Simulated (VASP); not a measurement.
# AlN (P6_3mc) in VASP: a series of runs

AlN is run at these levels: PBE; tasks: single point.

Program: VASP 6.6.1. These are calculated values, not measurements. Logs are shortened: lines on timing, memory, paths and dates and some standing lists are left out, and cuts for length are marked.

### Step 1. The cell of the first run

The structure is hexagonal, space group P6_3mc (No. 186). Conventional cell: a = 3.113 Å, b = 3.113 Å, c = 4.981 Å, α = 90.00°, β = 90.00°, γ = 120.00°. Al (site symmetry 3m) has 4 N at 1.89 Å within 2.5 Å. Within 2.5 Å of N (site symmetry 3m) lie 4 Al at 1.89 Å.

### Step 2. Single point, PBE

The input, INCAR:

```
SYSTEM = AlN
PREC = Accurate
ENCUT = 520
EDIFF = 1E-6
ISMEAR = 0
SIGMA = 0.014
LREAL = .FALSE.
LASPH = .TRUE.
NELM = 60
ALGO = Normal
ISIF = 2
LWAVE = .FALSE.
LCHARG = .FALSE.
GGA = PE
NBANDS = 16
```

The input, KPOINTS:

```
regular mesh
0
G
  10 10 6
  0 0 0
```

The input, POSCAR:

```
AlN
1.0
    3.1130000000      0.0000000000      0.0000000000
   -1.5565000000      2.6959370820      0.0000000000
    0.0000000000      0.0000000000      4.9810000000
Al N
2 2
Direct
    0.6666666667      0.3333333333      0.5000000000
    0.3333333333      0.6666666667      0.0000000000
    0.6666666667      0.3333333333      0.8800000000
    0.3333333333      0.6666666667      0.3800000000
```

Potentials or basis: VASP PAW PBE potentials, release 64 (Al, N).

On the command line:

```
cat potpaw_PBE.64/Al/POTCAR potpaw_PBE.64/N/POTCAR > POTCAR
mpirun -np 1 vasp_std > vasp.out
```

OUTCAR:

```text
SYSTEM = AlN
   PREC = Accurate
   ENCUT = 520
   EDIFF = 1E-6
   ISMEAR = 0
   LREAL = .FALSE.
   LASPH = .TRUE.
   NELM = 60
   ISIF = 2
   GGA = PE

 ion  position               nearest neighbor table
   1  0.667  0.333  0.500-   3 1.89   4 1.89   4 1.89   4 1.89   2 3.07   2 3.07   2 3.07   2 3.07
                             2 3.07   2 3.07
   2  0.333  0.667  0.000-   4 1.89   3 1.89   3 1.89   3 1.89   1 3.07   1 3.07   1 3.07   1 3.07
                             1 3.07   1 3.07
   3  0.667  0.333  0.880-   1 1.89   2 1.89   2 1.89   2 1.89
   4  0.333  0.667  0.380-   2 1.89   1 1.89   1 1.89   1 1.89

  LATTYP: Found a hexagonal cell.
 ALAT       =     3.1130000000
 C/A-ratio  =     1.6000642467

  Lattice vectors:

 A1 = (   3.1130000000,   0.0000000000,   0.0000000000)
 A2 = (  -1.5565000000,   2.6959370820,   0.0000000000)
 A3 = (   0.0000000000,   0.0000000000,   4.9810000000)

Analysis of symmetry for initial positions (statically):
=====================================================================
 Subroutine PRICEL returns:
 Original cell was already a primitive cell.

 Routine SETGRP: Setting up the symmetry group for a
 hexagonal supercell.

 Subroutine GETGRP returns: Found 12 space group operations
 (whereof  6 operations were pure point group operations)
 out of a pool of 24 trial point group operations.

The static configuration has the point symmetry C_3v.
 The point group associated with its full space group is C_6v.

Analysis of symmetry for dynamics (positions and initial velocities):
=====================================================================
 Subroutine PRICEL returns:
 Original cell was already a primitive cell.

 Routine SETGRP: Setting up the symmetry group for a
 hexagonal supercell.

 Subroutine GETGRP returns: Found 12 space group operations
 (whereof  6 operations were pure point group operations)
 out of a pool of 24 trial point group operations.

The dynamic configuration has the point symmetry C_3v.
 The point group associated with its full space group is C_6v.

 Subroutine INISYM returns: Found 12 space group operations
 (whereof  6 operations are pure point group operations),
 and found     1 'primitive' translations

----------------------------------------------------------------------------------------

                                     Primitive cell

  volume of cell :      41.8028

  direct lattice vectors                    reciprocal lattice vectors
     3.113000000  0.000000000  0.000000000     0.321233537  0.185464269  0.000000000
[... 88 lines left out ...]
   ENCUT  =  520.0 eV  38.22 Ry    6.18 a.u.   5.79  5.79  9.26*2*pi/ulx,y,z
   NELM   =     60;   NELMIN=  2; NELMDL= -5     # of ELM steps
   EDIFF  = 0.1E-05   stopping-criterion for ELM
   LREAL  =      F    real-space projection
[... 7 lines left out ...]
   TEBEG  =    0.0;   TEEND  =   0.0 temperature during run
   PSTRESS=    0.0 pullay stress
   NELECT =      16.0000    total number of electrons
   NUPDOWN=      -1.0000    fix difference up-down
   EMIN   =  10.00;   EMAX   =-10.00  energy-range for DOS
   EFERMI =   0.00;   METHOD = LEGACY
   ISMEAR =     0;   SIGMA  =   0.01  broadening in eV -4-tet -1-fermi 0-gaus
   EFERMI_NEDOS =   21; number of points for ismear=-14 and -15
   IALGO  =     38    algorithm
   IMIX   =      4    mixing-type and parameters
     AMIX     =   0.40;   BMIX     =  1.00
     AMIX_MAG =   1.60;   BMIX_MAG =  1.00
  volume/ion in A,a.u.               =      10.45        70.52
  Fermi-wavevector in a.u.,A,eV,Ry     =   1.188629  2.246183 19.222843  1.412839
  Thomas-Fermi vector in A             =   2.324754
   LORBIT       =      0    0 simple, 1 ext, 2 COOP (PROOUT), +10 PAW based schemes
   GGA     = PE    functional components
   LHFCALC =     F    Hartree Fock is set to
   AEXX    =    0.0000 exact exchange contribution
   IVDW    =     0    specifies the selected vdW correction
   LEPSILON=     F    determine dielectric tensor
   LRPA    =     F    only Hartree local field effects (RPA)
 non-spin polarized calculation
 Gauss-broadening in eV      SIGMA  =   0.01
  energy-cutoff  :      520.00
  volume of cell :       41.80
 maximum number of plane-waves:      1142
 NGX is ok and might be reduce to    24
   NGX = 11   NGY = 11   NGZ = 19

 number of electron      15.9999997 magnetization

 Free energy of the ion-electron system (eV)
  ---------------------------------------------------
  ext. energy  EPLUGINS =         0.00000000
  ---------------------------------------------------
  free energy    TOTEN  =       -29.77127407 eV

  energy without entropy =      -29.77127407  energy(sigma->0) =      -29.77127407

 E-fermi :   6.1831     XC(G=0): -10.9068

 val. band max:        6.1213404409   @ k =   0.0000   0.0000   0.0000
 cond. band min:      10.3450094940   @ k =   0.0000   0.0000   0.0000
 fundamental gap:      4.2236690531
 Fermi energy:         6.1831454616

 k-point     1 :       0.0000    0.0000    0.0000
  band No.  band energies     occupation
      1      -9.0374      2.00000
      2      -6.8891      2.00000
      3       0.1487      2.00000
      4       5.2898      2.00000
      5       5.2898      2.00000
      6       5.9418      2.00000
[... 433 lines left out ...]
      3       0.7425      2.00000
      4       1.7538      2.00000
      5       3.0734      2.00000
      6       3.8578      2.00000
[... 8 lines left out ...]
     15      18.7698      0.00000
     16      21.0507      0.00000

 [... further k-points ...]

------------------------ aborting loop because EDIFF is reached ----------------------------------------

  FORCE on cell =-STRESS in cart. coord.  units (eV):
  Direction    XX          YY          ZZ          XY          YZ          ZX
  --------------------------------------------------------------------------------------
  -------------------------------------------------------------------------------------
  Total        0.7604337      0.7604337      1.1933104      0.0000000      0.0000000      0.0000000
  in kB       29.1451672     29.1451672     45.7360430      0.0000000      0.0000000      0.0000000
  external PRESSURE =      34.6754591 kB  Pullay stress =       0.0000000 kB

 VOLUME and BASIS-vectors are now :
 -----------------------------------------------------------------------------
  energy-cutoff  :      520.00
  volume of cell :       41.80
      direct lattice vectors                 reciprocal lattice vectors
     3.113000000  0.000000000  0.000000000     0.321233537  0.185464269  0.000000000
    -1.556500000  2.695937082  0.000000000     0.000000000  0.370928538  0.000000000
     0.000000000  0.000000000  4.981000000     0.000000000  0.000000000  0.200762899

 POSITION                                       TOTAL-FORCE (eV/Angst)
 -----------------------------------------------------------------------------------
      1.55650      0.89865      2.49050        -0.000000      0.000000     -0.128901
     -0.00000      1.79729      0.00000        -0.000000     -0.000000     -0.128901
      1.55650      0.89865      4.38328         0.000000     -0.000000      0.128901
     -0.00000      1.79729      1.89278        -0.000000      0.000000      0.128901
 -----------------------------------------------------------------------------------
    total drift:                               -0.000000     -0.000000      0.000429

  FREE ENERGIE OF THE ION-ELECTRON SYSTEM (eV)
  ---------------------------------------------------
  free  energy   TOTEN  =       -29.7712740720 eV

  energy  without entropy=      -29.7712740720  energy(sigma->0) =      -29.77127407
```

OSZICAR:

```text
N       E                     dE             d eps       ncg     rms          rms(c)
DAV:   1     0.444986080533E+02    0.44499E+02   -0.73459E+03  1792   0.894E+02
DAV:   2    -0.308743315479E+02   -0.75373E+02   -0.69039E+02  2544   0.192E+02
DAV:   3    -0.344957045134E+02   -0.36214E+01   -0.36108E+01  2232   0.433E+01
DAV:   4    -0.345178860447E+02   -0.22182E-01   -0.22180E-01  2232   0.385E+00
DAV:   5    -0.345181748429E+02   -0.28880E-03   -0.28880E-03  2280   0.439E-01    0.122E+01
DAV:   6    -0.297590334100E+02    0.47591E+01   -0.10671E+01  2152   0.237E+01    0.416E+00
DAV:   7    -0.297831164661E+02   -0.24083E-01   -0.68071E-01  1920   0.580E+00    0.295E+00
DAV:   8    -0.297758548932E+02    0.72616E-02   -0.60938E-02  2016   0.227E+00    0.598E-01
DAV:   9    -0.297707275241E+02    0.51274E-02   -0.12407E-02  2368   0.823E-01    0.247E-01
DAV:  10    -0.297713547638E+02   -0.62724E-03   -0.23156E-03  1936   0.302E-01    0.134E-01
DAV:  11    -0.297712711475E+02    0.83616E-04   -0.18062E-04  2080   0.103E-01    0.330E-02
DAV:  12    -0.297712742357E+02   -0.30882E-05   -0.11659E-05  2040   0.272E-02    0.708E-03
DAV:  13    -0.297712740720E+02    0.16373E-06   -0.44219E-06  2040   0.163E-02
   1 F= -.29771274E+02 E0= -.29771274E+02  d E =-.452272E-13
```

stdout:

```text
POSCAR found type information on POSCAR AlN
 POSCAR found :  2 types and       4 ions
 scaLAPACK will be used
 LDA part: xc-table for (Slater+PW92), standard interpolation
 POSCAR, INCAR and KPOINTS ok, starting setup
 FFT: planning ... GRIDC
 FFT: planning ... GRID_SOFT
 FFT: planning ... GRID
 WAVECAR not read
 entering main loop
```

Wall time 38 s (1 thread of Intel Xeon 8259CL, shared host); peak memory 0.17 GiB.

What came out:

| Property | Result |
| --- | --- |
| Free energy | -29.7713 eV |
| Pressure | 3.5 GPa |
| Largest force | 0.129 eV/Å |
| Band gap on the k mesh | 4.22 eV |

Forces in eV/Å, atoms in the order of the input:
```
Al   0.000  0.000 -0.129
Al   0.000  0.000 -0.129
N    0.000  0.000  0.129
N    0.000  0.000  0.129
```

Stress tensor (GPa, compression positive):
```
2.91 0.00 0.00
0.00 2.91 0.00
0.00 0.00 4.57
```

Caveat: the cell stands under pressure. A k mesh can miss the band edges.

(Continued in part 2 of 3.)
